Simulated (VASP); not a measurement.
BP: single point with PBE

The system is BP.

```
P B
1.0
     0.00000    2.26900    2.26900
     2.26900    0.00000    2.26900
     2.26900    2.26900    0.00000
P B
1 1
Direct
  0.75000 0.75000 0.75000
  0.00000 0.00000 0.00000
```

- Program: VASP 6.6.1
- Task: single point
- Functional: PBE
- Potentials or basis: VASP PAW PBE potentials, release 64 (P, B)
- Cutoff: 520 eV
- k mesh: 10 × 10 × 10
- Occupations: gaussian, width 0.018 eV
- Spin: no spin polarisation

```
Pressure               : 0.9 GPa
Band gap on the k mesh : 1.24 eV, indirect (least direct gap 3.40 eV)
```

Levels at points of the mesh, in eV from the valence-band top:
| k point | band 2 | band 3 | band 4 | band 5 | band 6 | band 7 |
| --- | --- | --- | --- | --- | --- | --- |
| (0.00, 0.00, 0.00) | 0.00 | 0.00 | 0.00 | 3.40 | 3.40 | 3.40 |
| (0.50, 0.00, 0.00) | -9.03 | -1.76 | -1.76 | 3.78 | 4.71 | 4.71 |
| (0.50, 0.50, 0.00) | -8.58 | -4.11 | -4.11 | 1.33 | 1.66 | 12.12 |

It took 4.6 s on 1 thread of Intel Xeon 6975P-C, with other jobs on the host, peak memory 0.14 GiB.

A k mesh can miss the band edges. As with any semilocal functional, this PBE gap is likely too small.
